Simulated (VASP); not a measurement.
A run of VASP 6.6.1 is set up as follows.

INCAR

```
ALGO     = Normal         # electronic algorithm
EDIFF    = 1E-6           # SCF threshold, eV
ENCUT    = 520            # plane-wave cutoff, eV
GGA      = PS             # functional
ISIF     = 2              # what is computed and relaxed
ISMEAR   = 0              # smearing method
LASPH    = True           # aspherical terms in the spheres
LCHARG   = False          # write CHGCAR
LREAL    = False          # projectors in reciprocal space
LWAVE    = False          # write WAVECAR
NBANDS   = 15             # bands
NELM     = 80             # most SCF steps
PREC     = Accurate       # precision mode
SIGMA    = 0.05           # smearing width, eV
```

File KPOINTS:

```
k-points
0
Gamma
  10 10 10
```

POSCAR

```
CaSe
1.0
    0.0000000000      2.9964981832      2.8766382558
    2.9964981832      0.0000000000      2.8766382558
    2.9964981832      2.9964981832      0.0000000000
Ca Se
1 1
Direct
    0.0000000000      0.0000000000      0.0000000000
    0.5000000000      0.5000000000      0.5000000000
```

Potentials or basis: VASP PAW PBE potentials, release 64 (Ca_sv, Se).

Launch:

```sh
$ cat potpaw_PBE.64/Ca_sv/POTCAR potpaw_PBE.64/Se/POTCAR > POTCAR
$ mpirun -np 1 vasp_std > vasp.out
```

Problem. What does it give for the band gap on the k mesh?

Solution. 1.89 eV (least direct gap 2.79 eV).

Problem. Estimate the pressure.

Solution. -0.7 GPa.

Stress tensor (GPa, compression positive):
```
-2.03  0.00  0.00
 0.00 -2.03  0.00
 0.00  0.00  1.98
```

Caveat: the PAW data sets were made with another functional, which shifts forces and pressure a little. A k mesh can miss the band edges.
